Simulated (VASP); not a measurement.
Input of a VASP 6.6.1 run:

File INCAR:

```
PREC = Accurate
ENCUT = 520
EDIFF = 1E-6
ISMEAR = 0
SIGMA = 0.1
LREAL = F
LASPH = T
NELM = 150
ALGO = Normal
ISIF = 2
LWAVE = F
LCHARG = T
ISPIN = 2
MAGMOM = 4.42 0.25
LORBIT = 11
LMAXMIX = 4
GGA = PS
LELF = T
LVHAR = T
NBANDS = 20
```

File KPOINTS:

```
regular mesh
0
Gamma
  16 16 16
```

The input POSCAR:

```
MnO
1.0
    0.0000000000      2.1694618366      2.1694618366
    2.1694618366      0.0000000000      2.1694618366
    2.1694618366      2.1694618366      0.0000000000
Mn O
1 1
Direct
    0.0000000000      0.0000000000      0.0000000000
    0.5000000000      0.5000000000      0.5000000000
```

Potentials or basis: VASP PAW PBE potentials, release 64 (Mn_pv, O).

Command:

```console
$ cat potpaw_PBE.64/Mn_pv/POTCAR potpaw_PBE.64/O/POTCAR > POTCAR
$ mpirun -np 1 vasp_std > vasp.out
```

Question: Predict the pressure.

Answer: 0.5 GPa.

Question: Estimate the site moments.

Answer: Mn +4.13; O +0.18 μB.

Caveat: the PAW data sets were made with another functional, which shifts forces and pressure a little; a cell with one magnetic atom can't hold antiferromagnetic order, which such compounds often take.
